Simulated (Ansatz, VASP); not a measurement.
# One calculation of TaN, two programs

INCAR

```
SYSTEM = TaN
ALGO     = Normal         ! electronic algorithm
EDIFF    = 1E-7           ! SCF threshold, eV
ENCUT    = 520            ! plane-wave cutoff, eV
GGA      = PS             ! functional
ISIF     = 2              ! what is computed and relaxed
ISMEAR   = -1             ! smearing method
LASPH    = .True.         ! aspherical terms in the spheres
LCHARG   = .False.        ! write CHGCAR
LREAL    = .False.        ! projectors in reciprocal space
LWAVE    = .False.        ! write WAVECAR
NBANDS   = 24             ! bands
NELM     = 80             ! most SCF steps
PREC     = Accurate       ! precision mode
SIGMA    = 0.01           ! smearing width, eV
```

Contents of KPOINTS:

```
k-points
0
Gamma
  9 9 5
  0 0 0
```

Contents of POSCAR:

```
TaN
1.0
    2.9857803976      0.0000000000      0.0000000000
   -1.4928901988      2.5857616744      0.0000000000
    0.0000000000      0.0000000000      4.8176044827
Ta N
2 2
Direct
    0.0000000000      0.0000000000      0.0000000000
    0.0000000000      0.0000000000      0.5000000000
    0.3333333333      0.6666666667      0.2500000000
    0.6666666667      0.3333333333      0.7500000000
```

Input for Ansatz:

```yaml
crystal:
  lattice:
    - [2.9857803976, 0.0, 0.0]
    - [-1.4928901988, 2.5857616744, 0.0]
    - [0.0, 0.0, 4.8176044827]
  atoms:
    - { symbol: Ta, position: [0.0, 0.0, 0.0] }
    - { symbol: Ta, position: [0.0, 0.0, 0.5] }
    - { symbol: "N", position: [0.3333333333, 0.6666666667, 0.25] }
    - { symbol: "N", position: [0.6666666667, 0.3333333333, 0.75] }
kpoints:
  mp_grid: { grid: [9, 9, 5] }
  band_path:
    path:
      - [0.0, 0.0, 0.0]
      - [0.5, 0.0, 0.0]
      - [0.3333333333, 0.3333333333, 0.0]
      - [0.0, 0.0, 0.0]
      - [0.0, 0.0, 0.5]
      - [0.5, 0.0, 0.5]
      - [0.3333333333, 0.3333333333, 0.5]
      - [0.0, 0.0, 0.5]
      - [0.5, 0.0, 0.5]
    npoints: 5
scf:
  occupations: { method: fermi_dirac, width: 0.01 }
hamiltonian:
  xc: pbesol
  pseudopotentials: { kind: all_electron, lapw: { basis_error: 0.0005 } }
output:
  forces: true
  stress: true
  eigenvalues: true
```

Change from the starting cell: volume scaled by 0.94.

Alike in both runs: task single point; functional PBEsol; k mesh 9 × 9 × 5; occupations fermi-dirac, width 0.01 eV; no spin polarisation.

|  | VASP | Ansatz |
| --- | --- | --- |
| version | VASP 6.6.1 | Ansatz 0.2.0 |
| potentials or method | VASP PAW PBE potentials, release 64 (Ta_pv, N), cutoff 520 eV | all-electron LAPW, scalar-relativistic |

```tsv
	VASP	Ansatz	Ansatz less VASP
pressure (GPa)	86.9	83.5	-3.36
traceless stress, the component that is largest in VASP (GPa)	68.29	67.14	-1.152
```

VASP's potentials were made for PBE, not for PBEsol. Both programs put the cell under a high pressure, so it lies far from rest at this level. Ansatz ran all-electron here, and VASP with PAW potentials.

Neither program's run includes spin-orbit coupling. Noted on VASP's run: the cell as given lies far from equilibrium.
